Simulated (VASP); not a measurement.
# Ti3W (I4/mmm) in VASP: single point with PBE

Aim: the single point of Ti3W with PBE.

All numbers are computed with VASP 6.6.1; they aren't measurements. Logs are shortened: lines on timing, memory, paths and dates and some standing lists are left out, and cuts for length are marked.

## Step 1: The cell of the first run

It takes space group I4/mmm (No. 139, tetragonal). The conventional cell has a = 3.825 Å, b = 3.825 Å, c = 9.107 Å, α = 90.00°, β = 90.00°, γ = 90.00°. Within 3.6 Å of Ti (site symmetry 4/mmm) lie 4 W at 2.70 Å and 8 Ti at 2.97 Å. Ti (site symmetry -4m2) has 8 Ti at 2.70 to 2.97 Å and 4 W at 2.97 Å within 3.6 Å. Within 3.6 Å of W (site symmetry 4/mmm) lie 12 Ti at 2.70 to 2.97 Å.

## Step 2: Single point, PBE

Contents of INCAR:

```
PREC = Accurate
ENCUT = 520
EDIFF = 1E-7
ISMEAR = 0
SIGMA = 0.1
LREAL = False
LASPH = True
NELM = 80
ALGO = Fast
ISIF = 2
LWAVE = False
LCHARG = False
GGA = PE
NBANDS = 33
```

Contents of KPOINTS:

```
regular mesh
0
Gamma
  18 18 18
```

Contents of POSCAR:

```
Ti3W
1.0
   -1.9123278861      1.9123278861      4.5533289422
    1.9123278861     -1.9123278861      4.5533289422
    1.9123278861      1.9123278861     -4.5533289422
Ti W
3 1
Direct
    0.5000000000      0.5000000000      0.0000000000
    0.2500000000      0.7500000000      0.5000000000
    0.7500000000      0.2500000000      0.5000000000
    0.0000000000      0.0000000000      0.0000000000
```

Potentials or basis: VASP PAW PBE potentials, release 64 (Ti_sv, W_sv).

On the command line:

```sh
cat potpaw_PBE.64/Ti_sv/POTCAR potpaw_PBE.64/W_sv/POTCAR > POTCAR
mpirun -np 1 vasp_std > vasp.out
```

OUTCAR:

```text
PREC = Accurate
   ENCUT = 520
   EDIFF = 1E-7
   ISMEAR = 0
   LREAL = False
   LASPH = True
   NELM = 80
   ISIF = 2
   GGA = PE

 ion  position               nearest neighbor table
   1  0.500  0.500  0.000-   4 2.70   4 2.70   4 2.70   4 2.70
   2  0.250  0.750  0.500-   3 2.70   3 2.70   3 2.70   3 2.70   4 2.97   4 2.97   4 2.97   4 2.97

   3  0.750  0.250  0.500-   2 2.70   2 2.70   2 2.70   2 2.70   4 2.97   4 2.97   4 2.97   4 2.97

   4  0.000  0.000  0.000-   1 2.70   1 2.70   1 2.70   1 2.70   3 2.97   2 2.97   3 2.97   2 2.97
                             3 2.97   3 2.97   2 2.97   2 2.97

  LATTYP: Found a body centered tetragonal cell.
 ALAT       =     3.8246557722
 C/A-ratio  =     2.3810398705

  Lattice vectors:

 A1 = (  -1.9123278861,   1.9123278861,   4.5533289422)
 A2 = (   1.9123278861,  -1.9123278861,   4.5533289422)
 A3 = (   1.9123278861,   1.9123278861,  -4.5533289422)

Analysis of symmetry for initial positions (statically):
=====================================================================
 Subroutine PRICEL returns:
 Original cell was already a primitive cell.

 Routine SETGRP: Setting up the symmetry group for a
 body centered tetragonal supercell.

 Subroutine GETGRP returns: Found 16 space group operations
 (whereof 16 operations were pure point group operations)
 out of a pool of 16 trial point group operations.

The static configuration has the point symmetry D_4h.

Analysis of symmetry for dynamics (positions and initial velocities):
=====================================================================
 Subroutine PRICEL returns:
 Original cell was already a primitive cell.

 Routine SETGRP: Setting up the symmetry group for a
 body centered tetragonal supercell.

 Subroutine GETGRP returns: Found 16 space group operations
 (whereof 16 operations were pure point group operations)
 out of a pool of 16 trial point group operations.

The dynamic configuration has the point symmetry D_4h.

 Subroutine INISYM returns: Found 16 space group operations
 (whereof 16 operations are pure point group operations),
 and found     1 'primitive' translations

----------------------------------------------------------------------------------------

                                     Primitive cell

  volume of cell :      66.6061

  direct lattice vectors                    reciprocal lattice vectors
    -1.912327886  1.912327886  4.553328942     0.000000000  0.261461439  0.109809769
     1.912327886 -1.912327886  4.553328942     0.261461439  0.000000000  0.109809769
     1.912327886  1.912327886 -4.553328942     0.261461439  0.261461439  0.000000000

  length of vectors
     5.295922993  5.295922993  5.295922993     0.283584677  0.283584677  0.369762312

  position of ions in fractional coordinates (direct lattice)
     0.500000000  0.500000000  0.000000000
     0.250000000  0.750000000  0.500000000
     0.750000000  0.250000000  0.500000000
     0.000000000  0.000000000  0.000000000

  ion indices of the primitive-cell ions
   primitive index   ion index
                 1           1
                 2           2
                 3           3
                 4           4

----------------------------------------------------------------------------------------

 KPOINTS: regular mesh

Automatic generation of k-mesh.
 Grid dimensions read from file:
 generate k-points for:   18   18   18

 Generating k-lattice:

  Cartesian coordinates                     Fractional coordinates (reciprocal lattice)
     0.000000000  0.014525635  0.006100543     0.055555556  0.000000000 -0.000000000
     0.014525635  0.000000000  0.006100543     0.000000000  0.055555556 -0.000000000
     0.014525635  0.014525635  0.000000000     0.000000000  0.000000000  0.055555556

  Length of vectors
     0.015754704  0.015754704  0.020542351

  Shift w.r.t. Gamma in fractional coordinates (k-lattice)
     0.000000000  0.000000000  0.000000000

 Subroutine IBZKPT returns following result:
 ===========================================

 Found    480 irreducible k-points:

 Following reciprocal coordinates:
            Coordinates               Weight
  0.000000  0.000000  0.000000      1.000000
  0.055556  0.000000 -0.000000      8.000000
  0.111111  0.000000 -0.000000      8.000000
  0.166667  0.000000 -0.000000      8.000000
  0.222222  0.000000 -0.000000      8.000000
  0.277778  0.000000 -0.000000      8.000000
[... 16 lines left out ...]
 -0.277778  0.055556  0.000000     16.000000
 -0.222222  0.055556  0.000000     16.000000
 [... further k-points ...]
   k-points           NKPTS =    480   k-points in BZ     NKDIM =    480   number of bands    NBANDS=     33
   number of dos      NEDOS =    301   number of ions     NIONS =      4
   total plane-waves  NPLWV =  64000
   dimension x,y,z NGX =    40 NGY =   40 NGZ =   40
   dimension x,y,z NGXF=    80 NGYF=   80 NGZF=   80
   ions per type =               3   1
   NGX,Y,Z   is equivalent  to a cutoff of  12.56, 12.56, 12.56 a.u.
   NGXF,Y,Z  is equivalent  to a cutoff of  25.11, 25.11, 25.11 a.u.
 SYSTEM =  unknown system
   PREC   = accura    normal or accurate (medium, high low for compatibility)
   ISTART =      0    job   : 0-new  1-cont  2-samecut
   ICHARG =      2    charge: 1-file 2-atom 10-const
   ISPIN  =      1    spin polarized calculation?
   LNONCOLLINEAR =      F non collinear calculations
   LSORBIT =      F    spin-orbit coupling
   LASPH  =      T    aspherical Exc in radial PAW
   ENCUT  =  520.0 eV  38.22 Ry    6.18 a.u.   9.85  9.85  9.85*2*pi/ulx,y,z
   NELM   =     80;   NELMIN=  2; NELMDL= -5     # of ELM steps
   EDIFF  = 0.1E-06   stopping-criterion for ELM
   LREAL  =      F    real-space projection
   EDIFFG = 0.1E-05   stopping-criterion for IOM
   NSW    =      0    number of steps for IOM
   IBRION =     -1    ionic relax: 0-MD 1-quasi-New 2-CG
   NFREE  =      0    steps in history (QN), initial steepest desc. (CG)
   ISIF   =      2    stress and relaxation
   ISYM   =      2    0-nonsym 1-usesym 2-fastsym
   POTIM  = 0.5000    time-step for ionic-motion
   TEBEG  =    0.0;   TEEND  =   0.0 temperature during run
   PSTRESS=    0.0 pullay stress
   NELECT =      50.0000    total number of electrons
   NUPDOWN=      -1.0000    fix difference up-down
   EMIN   =  10.00;   EMAX   =-10.00  energy-range for DOS
   EFERMI =   0.00;   METHOD = LEGACY
   ISMEAR =     0;   SIGMA  =   0.10  broadening in eV -4-tet -1-fermi 0-gaus
   EFERMI_NEDOS =   21; number of points for ismear=-14 and -15
   IALGO  =     68    algorithm
   IMIX   =      4    mixing-type and parameters
     AMIX     =   0.40;   BMIX     =  1.00
     AMIX_MAG =   1.60;   BMIX_MAG =  1.00
  volume/ion in A,a.u.               =      16.65       112.37
  Fermi-wavevector in a.u.,A,eV,Ry     =   1.487854  2.811636 30.119338  2.213709
  Thomas-Fermi vector in A             =   2.600962
   LORBIT       =      0    0 simple, 1 ext, 2 COOP (PROOUT), +10 PAW based schemes
   GGA     = PE    functional components
   LHFCALC =     F    Hartree Fock is set to
   AEXX    =    0.0000 exact exchange contribution
   IVDW    =     0    specifies the selected vdW correction
   LEPSILON=     F    determine dielectric tensor
   LRPA    =     F    only Hartree local field effects (RPA)
 non-spin polarized calculation
 RMM-DIIS sequential band-by-band and
 Gauss-broadening in eV      SIGMA  =   0.10
  energy-cutoff  :      520.00
  volume of cell :       66.61
 maximum number of plane-waves:      1816
   NGX = 19   NGY = 19   NGZ = 19

 number of electron      49.9999999 magnetization

 Free energy of the ion-electron system (eV)
  ---------------------------------------------------
  ext. energy  EPLUGINS =         0.00000000
  ---------------------------------------------------
  free energy    TOTEN  =       -35.98428416 eV

  energy without entropy =      -35.95478457  energy(sigma->0) =      -35.96953436

 E-fermi :   8.9561     XC(G=0): -12.1208

 val. band max:        8.9551096554   @ k =  -0.0556   0.1667   0.0556
 cond. band min:       8.9576750508   @ k =  -0.2778   0.3333   0.2222
 fundamental gap:      0.0025653954
 Fermi energy:         8.9560570682

 k-point     1 :       0.0000    0.0000    0.0000
  band No.  band energies     occupation
      1     -64.4159      2.00000
      2     -47.6543      2.00000
      3     -47.4630      2.00000
      4     -47.4266      2.00000
      5     -28.6687      2.00000
      6     -28.6687      2.00000
[... 25 lines left out ...]
     32      10.9721      0.00000
     33      12.4688      0.00000

 k-point     2 :       0.0556    0.0000   -0.0000
  band No.  band energies     occupation
      1     -64.4159      2.00000
      2     -47.6528      2.00000
      3     -47.4644      2.00000
      4     -47.4267      2.00000
      5     -28.6689      2.00000
      6     -28.6681      2.00000
[... 25 lines left out ...]
     32      11.0140      0.00000
     33      12.4416      0.00000

 k-point     3 :       0.1111    0.0000   -0.0000
  band No.  band energies     occupation
      1     -64.4158      2.00000
      2     -47.6483      2.00000
      3     -47.4684      2.00000
      4     -47.4271      2.00000
      5     -28.6693      2.00000
      6     -28.6665      2.00000
[... 25 lines left out ...]
     32      11.1388      0.00000
     33      12.3618      0.00000

 k-point     4 :       0.1667    0.0000   -0.0000
  band No.  band energies     occupation
      1     -64.4158      2.00000
      2     -47.6409      2.00000
      3     -47.4751      2.00000
      4     -47.4278      2.00000
      5     -28.6701      2.00000
      6     -28.6640      2.00000
[... 673 lines left out ...]
     32      11.1681      0.00000
     33      11.7868      0.00000

 k-point    23 :      -0.2778    0.0556    0.0000
  band No.  band energies     occupation
      1     -64.4156      2.00000
      2     -47.6182      2.00000
      3     -47.4963      2.00000
      4     -47.4292      2.00000
      5     -28.6736      2.00000
      6     -28.6572      2.00000
[... 25 lines left out ...]
     32      11.3302      0.00000
     33      12.1764      0.00000

 k-point    24 :      -0.2222    0.0556    0.0000
  band No.  band energies     occupation
      1     -64.4157      2.00000
      2     -47.6302      2.00000
      3     -47.4852      2.00000
      4     -47.4283      2.00000
      5     -28.6729      2.00000
      6     -28.6597      2.00000
[... 25 lines left out ...]
     32      11.3457      0.00000
     33      12.0485      0.00000

 [... further k-points ...]

------------------------ aborting loop because EDIFF is reached ----------------------------------------

  FORCE on cell =-STRESS in cart. coord.  units (eV):
  Direction    XX          YY          ZZ          XY          YZ          ZX
  --------------------------------------------------------------------------------------
  -------------------------------------------------------------------------------------
  Total       -0.0486564     -0.0486564     -0.1004399      0.0000000     -0.0000000      0.0000000
  in kB       -1.1704059     -1.1704059     -2.4160352      0.0000000     -0.0000000      0.0000000
  external PRESSURE =      -1.5856157 kB  Pullay stress =       0.0000000 kB

 VOLUME and BASIS-vectors are now :
 -----------------------------------------------------------------------------
  energy-cutoff  :      520.00
  volume of cell :       66.61
      direct lattice vectors                 reciprocal lattice vectors
    -1.912327886  1.912327886  4.553328942     0.000000000  0.261461439  0.109809769
     1.912327886 -1.912327886  4.553328942     0.261461439  0.000000000  0.109809769
     1.912327886  1.912327886 -4.553328942     0.261461439  0.261461439  0.000000000

 POSITION                                       TOTAL-FORCE (eV/Angst)
 -----------------------------------------------------------------------------------
      0.00000      0.00000      4.55333        -0.000000     -0.000000      0.000000
      1.91233      0.00000      2.27666         0.000000     -0.000000     -0.000000
      0.00000      1.91233      2.27666        -0.000000      0.000000      0.000000
      0.00000      0.00000      0.00000        -0.000000     -0.000000      0.000000
 -----------------------------------------------------------------------------------
    total drift:                               -0.000000     -0.000000      0.000000

  FREE ENERGIE OF THE ION-ELECTRON SYSTEM (eV)
  ---------------------------------------------------
  free  energy   TOTEN  =       -35.9842841614 eV

  energy  without entropy=      -35.9547845661  energy(sigma->0) =      -35.96953436
```

Run time: 75 min. Hardware: 1 thread of Intel Xeon 6975P-C (Granite Rapids), shared host; peak memory 0.98 GiB.

What came out:

```yaml
Free_energy: -35.9843 eV
Pressure: -0.2 GPa
Band_gap_on_the_k_mesh: zero (bands 25 and 26 overlap by 0.83 eV)
```

Caveat: spin-orbit coupling is left out, which moves the levels of the heavy elements.
